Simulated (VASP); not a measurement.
A run of VASP 6.6.1:

INCAR

```
  PREC = Accurate
  ENCUT = 520
  EDIFF = 1E-6
  ISMEAR = -1
  SIGMA = 0.1
  LREAL = False
  LASPH = True
  NELM = 150
  ALGO = Normal
  ISIF = 2
  LWAVE = False
  LCHARG = False
  MAGMOM = 0 0 0
  LORBIT = 11
  LSORBIT = True
  GGA_COMPAT = False
  LORBMOM = True
  NBANDS = 14
```

KPOINTS

```
regular mesh
0
Gamma
  19 19 19
```

Contents of POSCAR:

```
B
1.0
   -1.1405651840      1.1405651840      1.1405651840
    1.1405651840     -1.1405651840      1.1405651840
    1.1405651840      1.1405651840     -1.1405651840
B
1
Direct
    0.0000000000      0.0000000000      0.0000000000
```

Potentials or basis: VASP PAW LDA potentials, release 64 (B).

Command:

```bash
$ cat potpaw_LDA.64/B/POTCAR > POTCAR
$ mpirun -np 1 vasp_ncl > vasp.out
```

Hardware: 1 thread of Intel(R) Xeon(R) 6975P-C (Granite Rapids), with other jobs on the host.

Q: How long does it take, and how much memory?

A: It took 10 s on 1 thread of Intel(R) Xeon(R) 6975P-C (Granite Rapids), on a shared host, peak memory 0.13 GiB. Counts: scf iterations 8, k points 220.
